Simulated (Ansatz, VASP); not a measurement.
**One calculation of C, two programs**

The input POSCAR:

```
C
1.0
    0.0000000000      1.7120640000      1.9260720000
    1.7120640000      0.0000000000      1.9260720000
    1.7120640000      1.7120640000      0.0000000000
C
2
Direct
    0.5000000000      0.5000000000      0.5000000000
    0.7500000000      0.7500000000      0.7500000000
```

File INCAR.step1:

```
PREC = Accurate
ENCUT = 520
ISMEAR = 0
SIGMA = 0.05
LREAL = False
LASPH = True
NELM = 100
NBANDS = 11
GGA = PE
ALGO = Normal
EDIFF = 1E-4
LWAVE = True
LCHARG = False
```

INCAR.step2

```
PREC = Accurate
ENCUT = 520
EDIFF = 1E-7
ISMEAR = 0
SIGMA = 0.05
LREAL = False
LASPH = True
NELM = 100
ALGO = Normal
ISIF = 2
LWAVE = False
LCHARG = False
METAGGA = R2SCAN
LMIXTAU = True
NBANDS = 11
ISTART = 1
```

KPOINTS

```
Automatic mesh
0
Gamma
  12 12 12
```

Input for Ansatz:

```yaml
crystal:
  lattice:
    - [0.0, 1.712064, 1.926072]
    - [1.712064, 0.0, 1.926072]
    - [1.712064, 1.712064, 0.0]
  atoms:
    - { symbol: C, position: [0.5, 0.5, 0.5] }
    - { symbol: C, position: [0.75, 0.75, 0.75] }
basis:
  ecutwfc: 500
kpoints:
  mp_grid: { grid: [12, 12, 12] }
hamiltonian:
  xc: r2scan
scf:
  occupations: { method: gaussian, width: 0.05 }
output:
  forces: true
  stress: true
  eigenvalues: true
```

Change from the starting cell: strain -0.040 along x and y, +0.080 along z, atoms carried along.

Alike in both runs: task single point; functional r2SCAN; k mesh 12 × 12 × 12; occupations gaussian, width 0.05 eV; no spin polarisation.

|  | VASP | Ansatz |
| --- | --- | --- |
| version | VASP 6.6.1 | Ansatz 0.2.0 |
| potentials or method | VASP PAW PBE potentials, release 64 (C), cutoff 520 eV | scalar-relativistic, plane waves, PAW |
| valence electrons in the cell | 8 | 8 |

Ansatz gave:

* gap on the k mesh at the Fermi level (eV): 2.84
* least direct gap on the mesh (eV): 4.80
* pressure (GPa): 0.3
* traceless stress, the component that is largest in VASP (GPa): -86.90

Which values does VASP return?

gap on the k mesh at the Fermi level (eV): 2.81; least direct gap on the mesh (eV): 4.75; pressure (GPa): 1.4; traceless stress, the component that is largest in VASP (GPa): -86.75.

VASP's potentials were made for PBE, not for r2SCAN.
